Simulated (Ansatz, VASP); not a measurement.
One calculation of BaTiO3, two programs

```
Ba Ti O
1.0
     3.98545    0.00000    0.00000
     0.00000    3.98545    0.00000
     0.00000    0.00000    4.32650
Ba Ti O
1 1 3
Direct
  0.50000 0.50000 0.60068
  0.00000 0.00000 0.11477
  0.00000 0.50000 0.05733
  0.50000 0.00000 0.05733
  0.00000 0.00000 0.52990
```

Alike in both runs: task single point; functional PBE; k mesh 8 × 8 × 6; occupations gaussian, width 0.02 eV; no spin polarisation.

|  | VASP | Ansatz |
| --- | --- | --- |
| version | VASP 6.6.1 | Ansatz 0.2.0 |
| potentials or method | VASP PAW PBE potentials, release 64 (Ba_sv, Ti_sv, O_h), cutoff 1340 eV | scalar-relativistic, plane waves, PAW |
| valence electrons in the cell | 40 | 40 |

|  | VASP | Ansatz | Ansatz less VASP |
| --- | --- | --- | --- |
| gap on the k mesh at the Fermi level (eV) | 1.79 | 1.84 | +0.044 |
| least direct gap on the mesh (eV) | 2.43 | 2.46 | +0.032 |
| pressure (GPa) | -0.9 | -2.1 | -1.23 |
| traceless stress, the component that is largest in VASP (GPa) | 0.04 | 0.05 | +0.016 |
| rms of the force components (eV/Å) | 0.026 | 0.000 | -0.0257 |

Atom by atom the forces differ by 0.026 eV/Å (rms over components).

Spin-orbit coupling is off throughout.
